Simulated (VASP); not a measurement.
# Mg16Ge7As (a cell with a defect) in VASP: single point with PBE

Aim: the single point of Mg16Ge7As (a cell with a defect) with PBE.

Everything below comes from runs of VASP 6.6.1. Logs are shortened: lines on timing, memory, paths and dates and some standing lists are left out, and cuts for length are marked.

**1. The cell of the first run**

The cell holds a defect, 24 atoms: a = 9.020 Å, b = 9.020 Å, c = 9.020 Å, α = 60.00°, β = 60.00°, γ = 60.00°.

**2. Single point, PBE**

Input file INCAR:

```
PREC     = Accurate       # precision mode
ENCUT    = 520            # plane-wave cutoff, eV
EDIFF    = 1E-7           # SCF threshold, eV
ISMEAR   = -1             # smearing method
SIGMA    = 0.01           # smearing width, eV
LREAL    = Auto         
LASPH    = True           # aspherical terms in the spheres
NELM     = 80             # most SCF steps
ALGO     = Normal         # electronic algorithm
ISIF     = 2              # what is computed and relaxed
LWAVE    = False          # write WAVECAR
LCHARG   = True           # write CHGCAR
GGA      = PE             # functional
LELF     = True           # ELF
LVHAR    = True         
NELECT   = 134.0        
NBANDS   = 86             # bands
```

Input file KPOINTS:

```
Automatic mesh
0
Gamma
  3 3 3
```

Input file POSCAR:

```
Mg16Ge7As
1.0
    0.0000000000      6.3780000000      6.3780000000
    6.3780000000      0.0000000000      6.3780000000
    6.3780000000      6.3780000000      0.0000000000
Mg As Ge
16 1 7
Direct
    0.1280065012      0.1280065012      0.1280065012
    0.1280065012      0.1280065012      0.6159804963
    0.1280065012      0.6159804963      0.1280065012
    0.1278058159      0.6240647280      0.6240647280
    0.6159804963      0.1280065012      0.1280065012
    0.6240647280      0.1278058159      0.6240647280
    0.6240647280      0.6240647280      0.1278058159
    0.6240647280      0.6240647280      0.6240647280
    0.3759352720      0.3759352720      0.3759352720
    0.3759352720      0.3759352720      0.8721941841
    0.3759352720      0.8721941841      0.3759352720
    0.3840195037      0.8719934988      0.8719934988
    0.8721941841      0.3759352720      0.3759352720
    0.8719934988      0.3840195037      0.8719934988
    0.8719934988      0.8719934988      0.3840195037
    0.8719934988      0.8719934988      0.8719934988
    0.0000000000      0.0000000000      0.0000000000
    0.0000000000      0.0000000000      0.5000000000
    0.0000000000      0.5000000000      0.0000000000
    0.0000000000      0.5000000000      0.5000000000
    0.5000000000      0.0000000000      0.0000000000
    0.5000000000      0.0000000000      0.5000000000
    0.5000000000      0.5000000000      0.0000000000
    0.5000000000      0.5000000000      0.5000000000
```

Potentials or basis: VASP PAW PBE potentials, release 64 (Mg, As, Ge_d).

Command:

```
$ cat potpaw_PBE.64/Mg/POTCAR potpaw_PBE.64/As/POTCAR potpaw_PBE.64/Ge_d/POTCAR > POTCAR
$ mpirun -np 1 vasp_std > vasp.out
```

OUTCAR:

```text
PREC = Accurate
   ENCUT = 520
   EDIFF = 1E-7
   ISMEAR = -1
   LREAL = Auto
   LASPH = True
   NELM = 80
   ISIF = 2
   GGA = PE
   NELECT = 134.0

 ion  position               nearest neighbor table
   1  0.128  0.128  0.128-  19 2.74  21 2.74  18 2.74  17 2.83  11 3.16  13 3.16  10 3.16  14 3.27
                            15 3.27  12 3.27
   2  0.128  0.128  0.616-  18 2.74  20 2.74  22 2.74  17 2.83  11 3.16  13 3.16   9 3.16  16 3.27
                            14 3.27  12 3.27
   3  0.128  0.616  0.128-  19 2.74  20 2.74  23 2.74  17 2.83  10 3.16  13 3.16   9 3.16  16 3.27
                            15 3.27  12 3.27
   4  0.128  0.624  0.624-  24 2.74  20 2.77  18 2.77  19 2.77  14 3.16  15 3.16  16 3.16   9 3.17
                            11 3.17  10 3.17
   5  0.616  0.128  0.128-  21 2.74  22 2.74  23 2.74  17 2.83  10 3.16  11 3.16   9 3.16  16 3.27
                            15 3.27  14 3.27
   6  0.624  0.128  0.624-  24 2.74  22 2.77  18 2.77  21 2.77  12 3.16  15 3.16  16 3.16   9 3.17
                            10 3.17  13 3.17
   7  0.624  0.624  0.128-  24 2.74  23 2.77  19 2.77  21 2.77  12 3.16  14 3.16  16 3.16   9 3.17
                            11 3.17  13 3.17
   8  0.624  0.624  0.624-  24 2.74  22 2.77  23 2.77  20 2.77  14 3.16  15 3.16  12 3.16  11 3.17
                            10 3.17  13 3.17
   9  0.376  0.376  0.376-  24 2.74  22 2.77  23 2.77  20 2.77   3 3.16   5 3.16   2 3.16   6 3.17
                             7 3.17   4 3.17
  10  0.376  0.376  0.872-  24 2.74  23 2.77  19 2.77  21 2.77   3 3.16   5 3.16   1 3.16   8 3.17
                             6 3.17   4 3.17
  11  0.376  0.872  0.376-  24 2.74  22 2.77  18 2.77  21 2.77   2 3.16   5 3.16   1 3.16   8 3.17
                             7 3.17   4 3.17
[... 20 lines left out ...]
  22  0.500  0.000  0.500-   2 2.74   5 2.74  12 2.74  15 2.74   6 2.77  11 2.77   9 2.77   8 2.77

  23  0.500  0.500  0.000-   3 2.74   5 2.74  12 2.74  14 2.74   7 2.77  10 2.77   9 2.77   8 2.77

  24  0.500  0.500  0.500-   8 2.74   9 2.74   7 2.74   4 2.74   6 2.74  10 2.74  11 2.74  13 2.74

  LATTYP: Found a face centered cubic cell.
 ALAT       =    12.7560000000

  Lattice vectors:

 A1 = (   0.0000000000,   6.3780000000,   6.3780000000)
 A2 = (   6.3780000000,   0.0000000000,   6.3780000000)
 A3 = (   6.3780000000,   6.3780000000,   0.0000000000)

Analysis of symmetry for initial positions (statically):
=====================================================================
 Subroutine PRICEL returns:
 Original cell was already a primitive cell.

 Routine SETGRP: Setting up the symmetry group for a
 face centered cubic supercell.

 Subroutine GETGRP returns: Found 48 space group operations
 (whereof 48 operations were pure point group operations)
 out of a pool of 48 trial point group operations.

The static configuration has the point symmetry O_h .

Analysis of symmetry for dynamics (positions and initial velocities):
=====================================================================
 Subroutine PRICEL returns:
 Original cell was already a primitive cell.

 Routine SETGRP: Setting up the symmetry group for a
 face centered cubic supercell.

 Subroutine GETGRP returns: Found 48 space group operations
 (whereof 48 operations were pure point group operations)
 out of a pool of 48 trial point group operations.

The dynamic configuration has the point symmetry O_h .

 Subroutine INISYM returns: Found 48 space group operations
 (whereof 48 operations are pure point group operations),
 and found     1 'primitive' translations

----------------------------------------------------------------------------------------

                                     Primitive cell

  volume of cell :     518.8998

  direct lattice vectors                    reciprocal lattice vectors
     0.000000000  6.378000000  6.378000000    -0.078394481  0.078394481  0.078394481
     6.378000000  0.000000000  6.378000000     0.078394481 -0.078394481  0.078394481
     6.378000000  6.378000000  0.000000000     0.078394481  0.078394481 -0.078394481

  length of vectors
     9.019854101  9.019854101  9.019854101     0.135783224  0.135783224  0.135783224

  position of ions in fractional coordinates (direct lattice)
     0.128006501  0.128006501  0.128006501
     0.128006501  0.128006501  0.615980496
     0.128006501  0.615980496  0.128006501
     0.127805816  0.624064728  0.624064728
     0.615980496  0.128006501  0.128006501
     0.624064728  0.127805816  0.624064728
[... 16 lines left out ...]
     0.500000000  0.500000000  0.000000000
     0.500000000  0.500000000  0.500000000

  ion indices of the primitive-cell ions
   primitive index   ion index
                 1           1
                 2           2
                 3           3
                 4           4
                 5           5
                 6           6
[... 16 lines left out ...]
                23          23
                24          24

----------------------------------------------------------------------------------------

 KPOINTS: Automatic mesh

Automatic generation of k-mesh.
 Grid dimensions read from file:
 generate k-points for:    3    3    3

 Generating k-lattice:

  Cartesian coordinates                     Fractional coordinates (reciprocal lattice)
    -0.026131494  0.026131494  0.026131494     0.333333333  0.000000000  0.000000000
     0.026131494 -0.026131494  0.026131494     0.000000000  0.333333333  0.000000000
     0.026131494  0.026131494 -0.026131494     0.000000000  0.000000000  0.333333333

  Length of vectors
     0.045261075  0.045261075  0.045261075

  Shift w.r.t. Gamma in fractional coordinates (k-lattice)
     0.000000000  0.000000000  0.000000000

 Subroutine IBZKPT returns following result:
 ===========================================

 Found      4 irreducible k-points:

 Following reciprocal coordinates:
            Coordinates               Weight
  0.000000  0.000000  0.000000      1.000000
  0.333333  0.000000  0.000000      8.000000
  0.333333  0.333333  0.000000      6.000000
 -0.333333  0.333333  0.000000     12.000000
   k-points           NKPTS =      4   k-points in BZ     NKDIM =      4   number of bands    NBANDS=     86
   number of dos      NEDOS =    301   number of ions     NIONS =     24
   total plane-waves  NPLWV = 343000
   dimension x,y,z NGX =    70 NGY =   70 NGZ =   70
   dimension x,y,z NGXF=   140 NGYF=  140 NGZF=  140
   ions per type =              16   1   7
   NGX,Y,Z   is equivalent  to a cutoff of  12.90, 12.90, 12.90 a.u.
   NGXF,Y,Z  is equivalent  to a cutoff of  25.80, 25.80, 25.80 a.u.
 SYSTEM =  unknown system
   PREC   = accura    normal or accurate (medium, high low for compatibility)
   ISTART =      0    job   : 0-new  1-cont  2-samecut
   ICHARG =      2    charge: 1-file 2-atom 10-const
   ISPIN  =      1    spin polarized calculation?
   LNONCOLLINEAR =      F non collinear calculations
   LSORBIT =      F    spin-orbit coupling
   LASPH  =      T    aspherical Exc in radial PAW
   ENCUT  =  520.0 eV  38.22 Ry    6.18 a.u.  16.77 16.77 16.77*2*pi/ulx,y,z
   NELM   =     80;   NELMIN=  2; NELMDL= -5     # of ELM steps
   EDIFF  = 0.1E-06   stopping-criterion for ELM
   LREAL  =      T    real-space projection
   EDIFFG = 0.1E-05   stopping-criterion for IOM
   NSW    =      0    number of steps for IOM
   IBRION =     -1    ionic relax: 0-MD 1-quasi-New 2-CG
   NFREE  =      0    steps in history (QN), initial steepest desc. (CG)
   ISIF   =      2    stress and relaxation
   ISYM   =      2    0-nonsym 1-usesym 2-fastsym
   POTIM  = 0.5000    time-step for ionic-motion
   TEBEG  =    0.0;   TEEND  =   0.0 temperature during run
   PSTRESS=    0.0 pullay stress
   NELECT =     134.0000    total number of electrons
   NUPDOWN=      -1.0000    fix difference up-down
   EMIN   =  10.00;   EMAX   =-10.00  energy-range for DOS
   EFERMI =   0.00;   METHOD = LEGACY
   ISMEAR =    -1;   SIGMA  =   0.01  broadening in eV -4-tet -1-fermi 0-gaus
   EFERMI_NEDOS =   21; number of points for ismear=-14 and -15
   IALGO  =     38    algorithm
   IMIX   =      4    mixing-type and parameters
     AMIX     =   0.40;   BMIX     =  1.00
     AMIX_MAG =   1.60;   BMIX_MAG =  1.00
  volume/ion in A,a.u.               =      21.62       145.90
  Fermi-wavevector in a.u.,A,eV,Ry     =   1.042514  1.970066 14.787295  1.086836
  Thomas-Fermi vector in A             =   2.177183
   LORBIT       =      0    0 simple, 1 ext, 2 COOP (PROOUT), +10 PAW based schemes
   GGA     = PE    functional components
   LHFCALC =     F    Hartree Fock is set to
   AEXX    =    0.0000 exact exchange contribution
   IVDW    =     0    specifies the selected vdW correction
   LEPSILON=     F    determine dielectric tensor
   LRPA    =     F    only Hartree local field effects (RPA)
 non-spin polarized calculation
  energy-cutoff  :      520.00
  volume of cell :      518.90
 maximum number of plane-waves:     14024
 NGX is ok and might be reduce to    70
   NGX = 33   NGY = 33   NGZ = 33

 number of electron     133.9999900 magnetization

 Free energy of the ion-electron system (eV)
  ---------------------------------------------------
  ext. energy  EPLUGINS =         0.00000000
  ---------------------------------------------------
  free energy    TOTEN  =       -71.23970312 eV

  energy without entropy =      -71.23805623  energy(sigma->0) =      -71.23887968

 E-fermi :   3.4860     XC(G=0):  -9.0215

 val. band max:        3.4792171464   @ k =   0.0000   0.0000   0.0000
 cond. band min:       3.7652855551   @ k =   0.0000   0.0000   0.0000
 fundamental gap:      0.2860684087
 Fermi energy:         3.4859654246

 k-point     1 :       0.0000    0.0000    0.0000
  band No.  band energies     occupation
      1     -20.1130      2.00000
      2     -20.1130      2.00000
      3     -20.1130      2.00000
      4     -20.1113      2.00000
      5     -20.1113      2.00000
      6     -20.1113      2.00000
[... 71 lines left out ...]
     78       4.6595      0.00000
     79       6.2925      0.00000

 k-point     2 :       0.3333    0.0000    0.0000
  band No.  band energies     occupation
      1     -20.1130      2.00000
      2     -20.1127      2.00000
      3     -20.1127      2.00000
      4     -20.1115      2.00000
      5     -20.1115      2.00000
      6     -20.1112      2.00000
[... 71 lines left out ...]
     78       5.5609      0.00000
     79       6.4045      0.00000

 k-point     3 :       0.3333    0.3333    0.0000
  band No.  band energies     occupation
      1     -20.1130      2.00000
      2     -20.1126      2.00000
      3     -20.1126      2.00000
      4     -20.1117      2.00000
      5     -20.1117      2.00000
      6     -20.1113      2.00000
[... 71 lines left out ...]
     78       5.8142      0.00000
     79       5.9968      0.00000

 k-point     4 :      -0.3333    0.3333    0.0000
  band No.  band energies     occupation
      1     -20.1130      2.00000
      2     -20.1123      2.00000
      3     -20.1123      2.00000
      4     -20.1119      2.00000
      5     -20.1119      2.00000
      6     -20.1112      2.00000
[... 71 lines left out ...]
     78       6.2269      0.00000
     79       6.2766      0.00000
 [bands above 79 left out]

------------------------ aborting loop because EDIFF is reached ----------------------------------------

  FORCE on cell =-STRESS in cart. coord.  units (eV):
  Direction    XX          YY          ZZ          XY          YZ          ZX
  --------------------------------------------------------------------------------------
  -------------------------------------------------------------------------------------
  Total       -3.8102417     -3.8102417     -3.8102417      0.0000000      0.0000000     -0.0000000
  in kB      -11.7646651    -11.7646651    -11.7646651      0.0000000      0.0000000     -0.0000000
  external PRESSURE =     -11.7646651 kB  Pullay stress =       0.0000000 kB

 VOLUME and BASIS-vectors are now :
 -----------------------------------------------------------------------------
  energy-cutoff  :      520.00
  volume of cell :      518.90
      direct lattice vectors                 reciprocal lattice vectors
     0.000000000  6.378000000  6.378000000    -0.078394481  0.078394481  0.078394481
     6.378000000  0.000000000  6.378000000     0.078394481 -0.078394481  0.078394481
     6.378000000  6.378000000  0.000000000     0.078394481  0.078394481 -0.078394481

 POSITION                                       TOTAL-FORCE (eV/Angst)
 -----------------------------------------------------------------------------------
      1.63285      1.63285      1.63285         0.000119      0.000119      0.000119
      4.74515      4.74515      1.63285        -0.000119     -0.000119      0.000119
      4.74515      1.63285      4.74515        -0.000119      0.000119     -0.000119
      7.96057      4.79543      4.79543        -0.004821      0.004821      0.004821
      1.63285      4.74515      4.74515         0.000119     -0.000119     -0.000119
      4.79543      7.96057      4.79543         0.004821     -0.004821      0.004821
[... 16 lines left out ...]
      3.18900      3.18900      6.37800         0.000000     -0.000000     -0.000000
      6.37800      6.37800      6.37800        -0.000000      0.000000      0.000000
 -----------------------------------------------------------------------------------
    total drift:                               -0.000000      0.000000     -0.000000

  FREE ENERGIE OF THE ION-ELECTRON SYSTEM (eV)
  ---------------------------------------------------
  free  energy   TOTEN  =       -71.2397031177 eV

  energy  without entropy=      -71.2380562332  energy(sigma->0) =      -71.23887968
```

Wall time 6.2 min (1 thread of Intel Xeon Platinum 8375C at 2.90GHz (Ice Lake), shared host); peak memory 0.73 GiB.

Results:

| Property | Result |
| --- | --- |
| Free energy | -71.2397 eV |
| Largest force | 0.008 eV/Å |

Forces on the atoms (eV/Å):
```
Mg   0.000  0.000  0.000
Mg   0.000  0.000  0.000
Mg   0.000  0.000  0.000
Mg  -0.005  0.005  0.005
Mg   0.000  0.000  0.000
Mg   0.005 -0.005  0.005
Mg   0.005  0.005 -0.005
Mg  -0.005 -0.005 -0.005
Mg   0.005  0.005  0.005
Mg  -0.005 -0.005  0.005
Mg  -0.005  0.005 -0.005
Mg   0.000  0.000  0.000
Mg   0.005 -0.005 -0.005
Mg   0.000  0.000  0.000
Mg   0.000  0.000  0.000
Mg   0.000  0.000  0.000
As   0.000  0.000  0.000
Ge   0.000  0.000  0.000
Ge   0.000  0.000  0.000
Ge   0.000  0.000  0.000
Ge   0.000  0.000  0.000
Ge   0.000  0.000  0.000
Ge   0.000  0.000  0.000
Ge   0.000  0.000  0.000
```

Caveat: the cell carries a net charge on a neutralising background, which shifts energy and pressure; the cell is charged against a uniform background, so pressure and absolute levels hang on convention.
